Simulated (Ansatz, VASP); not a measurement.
## Two plane-wave programs on BaTe

```
CELL_PARAMETERS angstrom
4.26247 0.00000 0.00000
0.00000 4.26247 0.00000
0.00000 0.00000 4.26247
ATOMIC_POSITIONS crystal
Ba 0.00000 0.00000 0.00000
Te 0.50000 0.50000 0.50000
```

Alike in both runs: task single point; functional PBE; k mesh 8 × 8 × 8; occupations gaussian, width 0.05 eV; no spin polarisation.

|  | VASP | Ansatz |
| --- | --- | --- |
| version | VASP 6.6.1 | Ansatz 0.2.0 |
| potentials or method | VASP PAW PBE potentials, release 64 (Ba_sv, Te), cutoff 520 eV | scalar-relativistic, plane waves, PAW |
| valence electrons in the cell | 16 | 26 |

VASP gave:

```
gap on the k mesh at the Fermi level (eV) : 0.79
least direct gap on the mesh (eV)         : 0.99
pressure (GPa)                            : 0.0
```

**Question.** Estimate Ansatz's values.

**Answer.** gap on the k mesh at the Fermi level (eV): 0.89; least direct gap on the mesh (eV): 1.08; pressure (GPa): -0.4.

VASP's potentials hold 16 valence electrons a cell and Ansatz's 26, so a difference there can come from the potentials and not from the codes.

Spin-orbit coupling is off throughout.
